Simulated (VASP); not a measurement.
Input of a VASP 6.6.1 run:

INCAR

```
PREC = Accurate ; ENCUT = 520
EDIFF = 1E-6 ; ISMEAR = -1
SIGMA = 0.08 ; LREAL = False
LASPH = True ; NELM = 100
ALGO = Normal ; ISIF = 2
LWAVE = False ; LCHARG = False
GGA = PE ; NBANDS = 16
```

File KPOINTS:

```
Automatic mesh
0
Gamma
  12 12 12
```

The input POSCAR:

```
SbW
1.0
    3.3295497324      0.0000000000      0.0000000000
    0.0000000000      3.3295497324      0.0000000000
    0.0000000000      0.0000000000      3.3295497324
W Sb
1 1
Direct
    0.0000000000      0.0000000000      0.0000000000
    0.5000000000      0.5000000000      0.5000000000
```

Potentials or basis: VASP PAW PBE potentials, release 64 (W_sv, Sb).

The run is started by

```console
$ cat potpaw_PBE.64/W_sv/POTCAR potpaw_PBE.64/Sb/POTCAR > POTCAR
$ mpirun -np 1 vasp_std > vasp.out
```

(1) Predict the pressure.

(2) Predict the band gap on the k mesh.

## Answers

(1) 0.0 GPa.

(2) zero (an odd number of electrons rules out a gap without spin polarisation).

Caveat: spin-orbit coupling is left out, which moves the levels of the heavy elements.
